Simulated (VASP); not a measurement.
Here is a VASP 6.6.1 calculation.

The input INCAR:

```
SYSTEM = Ta4O
PREC = Accurate ; ENCUT = 520
EDIFF = 1E-6 ; ISMEAR = -1
SIGMA = 0.05 ; LREAL = .FALSE.
LASPH = .TRUE. ; NELM = 150
ALGO = Fast ; ISIF = 2
LWAVE = .FALSE. ; LCHARG = .FALSE.
MAGMOM = 0 0 0 0 0 0 0 0 0 0 0 0 0 0 0 ; LORBIT = 11
LSORBIT = .TRUE. ; GGA_COMPAT = .FALSE.
LORBMOM = .TRUE. ; LMAXMIX = 4
GGA = PS ; NBANDS = 65
```

The input KPOINTS:

```
Automatic mesh
0
G
  8 8 4
  0 0 0
```

The input POSCAR:

```
Ta4O
1.0
    3.2574970000      0.0000000000      0.0000000000
    0.0000000000      3.2574970000      0.0000000000
    0.0000000000      0.0000000000      7.4093410000
Ta O
4 1
Direct
    0.0000000000      0.0000000000      0.0000000000
    0.5000000000      0.5000000000      0.2168420000
    0.5000000000      0.5000000000      0.7831580000
    0.0000000000      0.0000000000      0.5000000000
    0.5000000000      0.5000000000      0.5000000000
```

Potentials or basis: VASP PAW PBE potentials, release 64 (Ta_pv, O).

Command:

```console
$ cat potpaw_PBE.64/Ta_pv/POTCAR potpaw_PBE.64/O/POTCAR > POTCAR
$ mpirun -np 1 vasp_ncl > vasp.out
```

Estimate the largest force.

0.033 eV/Å.

What does it give for the net moment?

0.00 μB per cell.

Predict the pressure.

-7.6 GPa.

Forces on the atoms (eV/Å):
```
Ta   0.000  0.000  0.000
Ta   0.000  0.000 -0.033
Ta   0.000  0.000  0.033
Ta   0.000  0.000  0.000
O    0.000  0.000  0.000
```

Caveat: the cell stands under tension; the PAW data sets were made with another functional, which shifts forces and pressure a little.
